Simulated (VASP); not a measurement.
# SiC (P6_3mc) in VASP: a series of runs, part 2 of 2

VASP 6.6.1. Earlier steps stand in the parts before.

## Step 3: Single point, r2SCAN

POSCAR reads:

```
SiC
1.0
    3.0760000000      0.0000000000      0.0000000000
   -1.5380000000      2.6638941420      0.0000000000
    0.0000000000      0.0000000000      5.0480000000
Si C
2 2
Direct
    0.6666666667      0.3333333333      0.5000000000
    0.3333333333      0.6666666667      0.0000000000
    0.6666666667      0.3333333333      0.8850000000
    0.3333333333      0.6666666667      0.3850000000
```

INCAR.step1 reads:

```
SYSTEM = SiC
PREC     = Accurate       ! precision mode
ENCUT    = 520            ! plane-wave cutoff, eV
ISMEAR   = -1             ! smearing method
SIGMA    = 0.05           ! smearing width, eV
LREAL    = .FALSE.        ! projectors in reciprocal space
LASPH    = .TRUE.         ! aspherical terms in the spheres
NELM     = 60             ! most SCF steps
NBANDS   = 16             ! bands
GGA      = PE             ! functional
ALGO     = Normal         ! electronic algorithm
EDIFF    = 1E-4           ! SCF threshold, eV
LWAVE    = .TRUE.         ! write WAVECAR
LCHARG   = .FALSE.        ! write CHGCAR
```

INCAR.step2 reads:

```
SYSTEM = SiC
PREC     = Accurate       ! precision mode
ENCUT    = 520            ! plane-wave cutoff, eV
EDIFF    = 1E-6           ! SCF threshold, eV
ISMEAR   = -1             ! smearing method
SIGMA    = 0.05           ! smearing width, eV
LREAL    = .FALSE.        ! projectors in reciprocal space
LASPH    = .TRUE.         ! aspherical terms in the spheres
NELM     = 60             ! most SCF steps
ALGO     = Normal         ! electronic algorithm
ISIF     = 2              ! what is computed and relaxed
LWAVE    = .FALSE.        ! write WAVECAR
LCHARG   = .FALSE.        ! write CHGCAR
METAGGA  = R2SCAN         ! meta-GGA
LMIXTAU  = .TRUE.       
NBANDS   = 16             ! bands
ISTART   = 1
```

KPOINTS reads:

```
regular mesh
0
G
  6 6 3
  0 0 0
```

Potentials or basis: VASP PAW PBE potentials, release 64 (Si, C).

Started as:

```console
cat potpaw_PBE.64/Si/POTCAR potpaw_PBE.64/C/POTCAR > POTCAR
cp INCAR.step1 INCAR
mpirun -np 1 vasp_std > vasp.out
cp INCAR.step2 INCAR
mpirun -np 1 vasp_std > vasp.out
```

OUTCAR:

```text
SYSTEM = SiC
   PREC = Accurate
   ENCUT = 520
   EDIFF = 1E-6
   ISMEAR = -1
   LREAL = .FALSE.
   LASPH = .TRUE.
   NELM = 60
   ISIF = 2
   METAGGA = R2SCAN
   ISTART = 1

 ion  position               nearest neighbor table
   1  0.667  0.333  0.500-   4 1.87   4 1.87   4 1.87   3 1.94   2 3.09   2 3.09   2 3.09   2 3.09
                             2 3.09   2 3.09
   2  0.333  0.667  0.000-   3 1.87   3 1.87   3 1.87   4 1.94   1 3.09   1 3.09   1 3.09   1 3.09
                             1 3.09   1 3.09
   3  0.667  0.333  0.885-   2 1.87   2 1.87   2 1.87   1 1.94
   4  0.333  0.667  0.385-   1 1.87   1 1.87   1 1.87   2 1.94

  LATTYP: Found a hexagonal cell.
 ALAT       =     3.0760000000
 C/A-ratio  =     1.6410923277

  Lattice vectors:

 A1 = (   3.0760000000,   0.0000000000,   0.0000000000)
 A2 = (  -1.5380000000,   2.6638941420,   0.0000000000)
 A3 = (   0.0000000000,   0.0000000000,   5.0480000000)

Analysis of symmetry for initial positions (statically):
=====================================================================
 Subroutine PRICEL returns:
 Original cell was already a primitive cell.

 Routine SETGRP: Setting up the symmetry group for a
 hexagonal supercell.

 Subroutine GETGRP returns: Found 12 space group operations
 (whereof  6 operations were pure point group operations)
 out of a pool of 24 trial point group operations.

The static configuration has the point symmetry C_3v.
 The point group associated with its full space group is C_6v.

Analysis of symmetry for dynamics (positions and initial velocities):
=====================================================================
 Subroutine PRICEL returns:
 Original cell was already a primitive cell.

 Routine SETGRP: Setting up the symmetry group for a
 hexagonal supercell.

 Subroutine GETGRP returns: Found 12 space group operations
 (whereof  6 operations were pure point group operations)
 out of a pool of 24 trial point group operations.

The dynamic configuration has the point symmetry C_3v.
 The point group associated with its full space group is C_6v.

 Subroutine INISYM returns: Found 12 space group operations
 (whereof  6 operations are pure point group operations),
 and found     1 'primitive' translations

----------------------------------------------------------------------------------------

                                     Primitive cell

  volume of cell :      41.3640

  direct lattice vectors                    reciprocal lattice vectors
     3.076000000  0.000000000  0.000000000     0.325097529  0.187695146  0.000000000
    -1.538000000  2.663894142  0.000000000     0.000000000  0.375390292  0.000000000
     0.000000000  0.000000000  5.048000000     0.000000000  0.000000000  0.198098257

  length of vectors
     3.076000000  3.076000000  5.048000000     0.375390292  0.375390292  0.198098257

  position of ions in fractional coordinates (direct lattice)
     0.666666667  0.333333333  0.500000000
     0.333333333  0.666666667  0.000000000
     0.666666667  0.333333333  0.885000000
     0.333333333  0.666666667  0.385000000

  ion indices of the primitive-cell ions
   primitive index   ion index
                 1           1
                 2           2
                 3           3
[... 34 lines left out ...]
  0.166667  0.166667  0.000000      6.000000
  0.333333  0.166667  0.000000     12.000000
  0.333333  0.333333  0.000000      2.000000
  0.000000  0.000000  0.333333      2.000000
  0.166667 -0.000000  0.333333     12.000000
  0.333333  0.000000  0.333333     12.000000
  0.500000 -0.000000  0.333333      6.000000
  0.166667  0.166667  0.333333     12.000000
  0.333333  0.166667  0.333333     24.000000
  0.333333  0.333333  0.333333      4.000000
   k-points           NKPTS =     14   k-points in BZ     NKDIM =     14   number of bands    NBANDS=     16
   number of dos      NEDOS =    301   number of ions     NIONS =      4
   total plane-waves  NPLWV =  23040
   dimension x,y,z NGX =    24 NGY =   24 NGZ =   40
   dimension x,y,z NGXF=    48 NGYF=   48 NGZF=   80
   ions per type =               2   2
   NGX,Y,Z   is equivalent  to a cutoff of  12.97, 12.97, 13.17 a.u.
   NGXF,Y,Z  is equivalent  to a cutoff of  25.94, 25.94, 26.35 a.u.
 SYSTEM =  SiC
   PREC   = accura    normal or accurate (medium, high low for compatibility)
   ISTART =      1    job   : 0-new  1-cont  2-samecut
   ICHARG =      0    charge: 1-file 2-atom 10-const
   ISPIN  =      1    spin polarized calculation?
   LNONCOLLINEAR =      F non collinear calculations
   LSORBIT =      F    spin-orbit coupling
   LASPH  =      T    aspherical Exc in radial PAW
   ENCUT  =  520.0 eV  38.22 Ry    6.18 a.u.   5.72  5.72  9.39*2*pi/ulx,y,z
   NELM   =     60;   NELMIN=  2; NELMDL=  0     # of ELM steps
   EDIFF  = 0.1E-05   stopping-criterion for ELM
   LREAL  =      F    real-space projection
   EDIFFG = 0.1E-04   stopping-criterion for IOM
   NSW    =      0    number of steps for IOM
   IBRION =     -1    ionic relax: 0-MD 1-quasi-New 2-CG
   NFREE  =      0    steps in history (QN), initial steepest desc. (CG)
   ISIF   =      2    stress and relaxation
   ISYM   =      2    0-nonsym 1-usesym 2-fastsym
   POTIM  = 0.5000    time-step for ionic-motion
   TEBEG  =    0.0;   TEEND  =   0.0 temperature during run
   PSTRESS=    0.0 pullay stress
   NELECT =      16.0000    total number of electrons
   NUPDOWN=      -1.0000    fix difference up-down
   EMIN   =  10.00;   EMAX   =-10.00  energy-range for DOS
   EFERMI =   0.00;   METHOD = LEGACY
   ISMEAR =    -1;   SIGMA  =   0.05  broadening in eV -4-tet -1-fermi 0-gaus
   EFERMI_NEDOS =   21; number of points for ismear=-14 and -15
   IALGO  =     38    algorithm
   IMIX   =      4    mixing-type and parameters
     AMIX     =   0.40;   BMIX     =  1.00
     AMIX_MAG =   1.60;   BMIX_MAG =  1.00
  volume/ion in A,a.u.               =      10.34        69.78
  Fermi-wavevector in a.u.,A,eV,Ry     =   1.192817  2.254098 19.358549  1.422813
  Thomas-Fermi vector in A             =   2.328847
   LORBIT       =      0    0 simple, 1 ext, 2 COOP (PROOUT), +10 PAW based schemes
   METAGGA = R2SCAN    functional components
   LHFCALC =     F    Hartree Fock is set to
   AEXX    =    0.0000 exact exchange contribution
   IVDW    =     0    specifies the selected vdW correction
   LEPSILON=     F    determine dielectric tensor
   LRPA    =     F    only Hartree local field effects (RPA)
 non-spin polarized calculation
  energy-cutoff  :      520.00
  volume of cell :       41.36
 maximum number of plane-waves:      1132
 NGX is ok and might be reduce to    24
   NGX = 11   NGY = 11   NGZ = 19

 number of electron      16.0000000 magnetization

 Free energy of the ion-electron system (eV)
  ---------------------------------------------------
  ext. energy  EPLUGINS =         0.00000000
  ---------------------------------------------------
  free energy    TOTEN  =       -38.58540951 eV

  energy without entropy =      -38.58540951  energy(sigma->0) =      -38.58540951

 E-fermi :   9.2976     XC(G=0): -11.9245

 val. band max:        8.3100079741   @ k =   0.0000   0.0000   0.0000
 cond. band min:      11.0051780840   @ k =   0.3333   0.3333   0.0000
 fundamental gap:      2.6951701099
 Fermi energy:         9.2975955189

 k-point     1 :       0.0000    0.0000    0.0000
  band No.  band energies     occupation
      1      -8.2130      2.00000
      2      -4.6459      2.00000
      3      -0.6881      2.00000
      4       6.6628      2.00000
      5       6.6628      2.00000
      6       8.0130      2.00000
[... 243 lines left out ...]
      3       0.4032      2.00000
      4       0.4032      2.00000
      5       1.6459      2.00000
      6       2.9933      2.00000
[... 8 lines left out ...]
     15      20.5883      0.00000
     16      21.1120      0.00000

------------------------ aborting loop because EDIFF is reached ----------------------------------------

  FORCE on cell =-STRESS in cart. coord.  units (eV):
  Direction    XX          YY          ZZ          XY          YZ          ZX
  --------------------------------------------------------------------------------------
  -------------------------------------------------------------------------------------
  Total        0.3510497      0.3510497     -0.7003696     -0.0000000      0.0000000      0.0000000
  in kB       13.5974201     13.5974201    -27.1278420     -0.0000000      0.0000000      0.0000000
  external PRESSURE =       0.0223327 kB  Pullay stress =       0.0000000 kB

 VOLUME and BASIS-vectors are now :
 -----------------------------------------------------------------------------
  energy-cutoff  :      520.00
  volume of cell :       41.36
      direct lattice vectors                 reciprocal lattice vectors
     3.076000000  0.000000000  0.000000000     0.325097529  0.187695146  0.000000000
    -1.538000000  2.663894142  0.000000000     0.000000000  0.375390292  0.000000000
     0.000000000  0.000000000  5.048000000     0.000000000  0.000000000  0.198098257

 POSITION                                       TOTAL-FORCE (eV/Angst)
 -----------------------------------------------------------------------------------
      1.53800      0.88796      2.52400        -0.000000      0.000000      0.768804
     -0.00000      1.77593      0.00000         0.000000      0.000000      0.768804
      1.53800      0.88796      4.46748         0.000000      0.000000     -0.768804
     -0.00000      1.77593      1.94348        -0.000000     -0.000000     -0.768804
 -----------------------------------------------------------------------------------
    total drift:                               -0.000000      0.000000      0.000367

  FREE ENERGIE OF THE ION-ELECTRON SYSTEM (eV)
  ---------------------------------------------------
  free  energy   TOTEN  =       -38.5854095055 eV

  energy  without entropy=      -38.5854095055  energy(sigma->0) =      -38.58540951
```

Wall time 36 s (1 thread of Intel Xeon 8259CL, shared host); peak memory 0.15 GiB.

Results:

```yaml
Free_energy: -38.5854 eV
Pressure: 0.0 GPa
Largest_force: 0.769 eV/Å
Band_gap_on_the_k_mesh: 2.70 eV (least direct gap 4.59 eV)
```

Forces in eV/Å, atoms in the order of the input:
```
Si   0.000  0.000  0.769
Si   0.000  0.000  0.769
C    0.000  0.000 -0.769
C    0.000  0.000 -0.769
```

Caveat: the PAW data sets were made with another functional, which shifts forces and pressure a little; an odd mesh through Γ misses points on the zone boundary, where band edges can lie.

## Step 4: Single point, PBEsol

This run uses another cell than the first one, of 9.27 Å³/atom.

INCAR reads:

```
SYSTEM = SiC
PREC     = Accurate       ! precision mode
ENCUT    = 520            ! plane-wave cutoff, eV
EDIFF    = 1E-7           ! SCF threshold, eV
ISMEAR   = -1             ! smearing method
SIGMA    = 0.05           ! smearing width, eV
LREAL    = .False.        ! projectors in reciprocal space
LASPH    = .True.         ! aspherical terms in the spheres
NELM     = 100            ! most SCF steps
ALGO     = Normal         ! electronic algorithm
ISIF     = 2              ! what is computed and relaxed
LWAVE    = .False.        ! write WAVECAR
LCHARG   = .True.         ! write CHGCAR
GGA      = PS             ! functional
LELF     = .True.         ! ELF
LVHAR    = .True.       
NBANDS   = 16             ! bands
```

KPOINTS reads:

```
regular mesh
0
Gamma
  10 10 5
  0 0 0
```

POSCAR reads:

```
SiC
1.0
    2.9669265693      0.0000000000      0.0000000000
   -1.4834632846      2.5694337801      0.0000000000
    0.0000000000      0.0000000000      4.8637756099
Si C
2 2
Direct
    0.6666666667      0.3333333333      0.5045935225
    0.3333333333      0.6666666667      0.0045935225
    0.6666666667      0.3333333333      0.8804064775
    0.3333333333      0.6666666667      0.3804064775
```

Potentials or basis: VASP PAW PBE potentials, release 64 (Si, C).

Started as:

```console
cat potpaw_PBE.64/Si/POTCAR potpaw_PBE.64/C/POTCAR > POTCAR
mpirun -np 1 vasp_std > vasp.out
```

OUTCAR:

```text
SYSTEM = SiC
   PREC = Accurate
   ENCUT = 520
   EDIFF = 1E-7
   ISMEAR = -1
   LREAL = .False.
   LASPH = .True.
   NELM = 100
   ISIF = 2
   GGA = PS

 ion  position               nearest neighbor table
   1  0.667  0.333  0.505-   4 1.82   4 1.82   4 1.82   3 1.83   2 2.97   2 2.97   2 2.97   2 2.97
                             2 2.97   2 2.97
   2  0.333  0.667  0.005-   3 1.82   3 1.82   3 1.82   4 1.83   1 2.97   1 2.97   1 2.97   1 2.97
                             1 2.97   1 2.97
   3  0.667  0.333  0.880-   2 1.82   2 1.82   2 1.82   1 1.83
   4  0.333  0.667  0.380-   1 1.82   1 1.82   1 1.82   2 1.83
[... 660 lines left out ...]
  --------------------------------------------------------------------------------------
  -------------------------------------------------------------------------------------
  Total        7.0471607      7.0471607      7.0454048      0.0000000      0.0000000      0.0000000
  in kB      304.5138156    304.5138156    304.4379391      0.0000000      0.0000000      0.0000000
  external PRESSURE =     304.4885234 kB  Pullay stress =       0.0000000 kB

 VOLUME and BASIS-vectors are now :
 -----------------------------------------------------------------------------
  energy-cutoff  :      520.00
  volume of cell :       37.08
      direct lattice vectors                 reciprocal lattice vectors
     2.966926569  0.000000000  0.000000000     0.337049124  0.194595402  0.000000000
    -1.483463285  2.569433780  0.000000000     0.000000000  0.389190805  0.000000000
     0.000000000  0.000000000  4.863775610     0.000000000  0.000000000  0.205601590

 POSITION                                       TOTAL-FORCE (eV/Angst)
 -----------------------------------------------------------------------------------
      1.48346      0.85648      2.45423         0.000000      0.000000      0.001633
     -0.00000      1.71296      0.02234         0.000000      0.000000      0.001633
      1.48346      0.85648      4.28210         0.000000     -0.000000     -0.001633
     -0.00000      1.71296      1.85021        -0.000000      0.000000     -0.001633
 -----------------------------------------------------------------------------------
    total drift:                               -0.000000      0.000000     -0.000216

  FREE ENERGIE OF THE ION-ELECTRON SYSTEM (eV)
  ---------------------------------------------------
  free  energy   TOTEN  =       -31.4429360953 eV

  energy  without entropy=      -31.4429360953  energy(sigma->0) =      -31.44293610
```

stdout:

```text
POSCAR found type information on POSCAR SiC
 POSCAR found :  2 types and       4 ions
 scaLAPACK will be used
 -----------------------------------------------------------------------------
|                                                                             |
|                                                                             |
|     You enforced a specific xc type in the INCAR file but a different       |
|     I HOPE YOU KNOW WHAT YOU ARE DOING!                                     |
|                                                                             |
 -----------------------------------------------------------------------------

 LDA part: xc-table for (Slater+PW92), standard interpolation
 POSCAR, INCAR and KPOINTS ok, starting setup
 FFT: planning ... GRIDC
 FFT: planning ... GRID_SOFT
 FFT: planning ... GRID
 WAVECAR not read
 entering main loop
```

It took 33 s on 1 thread of Intel Xeon 8259CL, shared host; peak memory 0.15 GiB.

What came out:

```yaml
Free_energy: -31.4429 eV
Pressure: 30.4 GPa
Band_gap_on_the_k_mesh: 2.09 eV (least direct gap 4.06 eV)
```

Levels at points of the mesh, in eV from the valence-band top:
| k point | band 6 | band 7 | band 8 | band 9 | band 10 | band 11 |
| --- | --- | --- | --- | --- | --- | --- |
| (0.00, 0.00, 0.00) | -0.11 | 0.00 | 0.00 | 5.67 | 7.26 | 7.26 |
| (0.50, 0.00, 0.00) | -3.66 | -3.57 | -1.22 | 2.83 | 4.23 | 7.47 |

Caveat: the cell stands under pressure; the PAW data sets were made with another functional, which shifts forces and pressure a little; an odd mesh through Γ misses points on the zone boundary, where band edges can lie.

## Step 5: Summary

| level | cell | k mesh | gap on the mesh (eV) | pressure (GPa) | largest force (eV/Å) |
| --- | --- | --- | --- | --- | --- |
| BLYP | a = 3.076, b = 3.076, c = 5.048 Å, angles 90.0, 90.0, 120.0°, 4 atoms, atomic positions A | 6 × 6 × 3 | 2.67 | 8.8 | 0.76 |
| r2SCAN | a = 3.076, b = 3.076, c = 5.048 Å, angles 90.0, 90.0, 120.0°, 4 atoms, atomic positions A | 6 × 6 × 3 | 2.70 | 0.0 | 0.77 |
| PBEsol | a = 2.967, b = 2.967, c = 4.864 Å, angles 90.0, 90.0, 120.0°, 4 atoms, atomic positions B | 10 × 10 × 5 | 2.09 | 30.4 | - |

Alike in all rows: task single point; potentials or basis VASP PAW PBE potentials, release 64 (Si, C); no spin polarisation; cutoff (eV) 520; smearing fermi-dirac 0.05 eV.

Caveats: the PAW data sets were made with another functional, which shifts forces and pressure a little; an odd mesh through Γ misses points on the zone boundary, where band edges can lie; the cell stands under pressure (at least some runs).

Absolute energies hang on the potentials; compare differences alone.
